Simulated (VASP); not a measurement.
**BAs: single point with PBE exchange alone**

BAs:

```xyz
2
Lattice="0.0000 2.3885 2.3885 2.3885 0.0000 2.3885 2.3885 2.3885 0.0000" Properties=species:S:1:pos:R:3 pbc="T T T"
As    3.5827    3.5827    3.5827
B     0.0000    0.0000    0.0000
```

* Program: VASP 6.6.1
* Task: single point
* Functional: PBE exchange alone
* Potentials or basis: VASP PAW PBE potentials, release 64 (As, B)
* Cutoff: 520 eV
* k mesh: 10 × 10 × 10
* Occupations: fermi-dirac, width 0.05 eV
* Spin: no spin polarisation

- Pressure: 18.0 GPa
- Band gap on the k mesh: 1.41 eV, indirect (least direct gap 3.35 eV)

Levels at points of the mesh, in eV from the valence-band top:
```tsv
k point	band 1	band 2	band 3	band 4	band 5	band 6	band 7	band 8	band 9
(0.00, 0.00, 0.00)	-15.31	0.00	0.00	0.00	3.35	3.35	3.35	4.71	10.06
(0.50, 0.00, 0.00)	-12.49	-8.66	-1.80	-1.80	2.81	4.91	4.91	9.16	12.98
(0.50, 0.50, 0.00)	-11.19	-8.44	-4.02	-4.02	1.67	1.70	11.34	11.34	12.95
```

Run time: 37 s on 1 thread of AMD EPYC 7R13, on a shared host, peak memory 0.13 GiB.

A k mesh can miss the band edges.
